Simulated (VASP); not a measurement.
A run of VASP 6.6.1 is set up as follows.

Contents of POSCAR:

```
CdS
1.0
    3.9244296000      0.0000000000      0.0000000000
    0.0000000000      5.5482332667      0.0000000000
    0.0000000000      0.0000000000      3.8466404982
Cd S
2 2
Direct
    0.5000000000      0.5000000000      0.2430300000
    0.0000000000      0.0000000000      0.7569700000
    0.5000000000      0.0000000000      0.2551600000
    0.0000000000      0.5000000000      0.7448400000
```

Contents of INCAR.step1:

```
SYSTEM = CdS
PREC = Accurate
ENCUT = 520
ISMEAR = -1
SIGMA = 0.02
LREAL = .False.
LASPH = .True.
NELM = 100
NBANDS = 26
GGA = PE
ALGO = Normal
EDIFF = 1E-4
LWAVE = .True.
LCHARG = .False.
```

File INCAR.step2:

```
SYSTEM = CdS
PREC = Accurate
ENCUT = 520
EDIFF = 1E-7
ISMEAR = -1
SIGMA = 0.02
LREAL = .False.
LASPH = .True.
NELM = 100
ALGO = Normal
ISIF = 2
LWAVE = .False.
LCHARG = .True.
METAGGA = R2SCAN
LMIXTAU = .True.
LELF = .True.
LVHAR = .True.
NBANDS = 26
ISTART = 1
```

The input KPOINTS:

```
regular mesh
0
Gamma
  6 4 6
  0 0 0
```

Potentials or basis: VASP PAW PBE potentials, release 64 (Cd, S).

The run is started by

```console
$ cat potpaw_PBE.64/Cd/POTCAR potpaw_PBE.64/S/POTCAR > POTCAR
$ cp INCAR.step1 INCAR
$ mpirun -np 1 vasp_std > vasp.out
$ cp INCAR.step2 INCAR
$ mpirun -np 1 vasp_std > vasp.out
```

Q: Predict the band gap on the k mesh.

A: 0.66 eV.

Q: What does it give for the largest force?

A: 0.031 eV/Å.

Stress tensor (GPa, compression positive):
```
-2.54  0.00  0.00
 0.00 -2.55  0.00
 0.00  0.00 -1.07
```

Caveat: the PAW data sets were made with another functional, which shifts forces and pressure a little. A k mesh can miss the band edges.
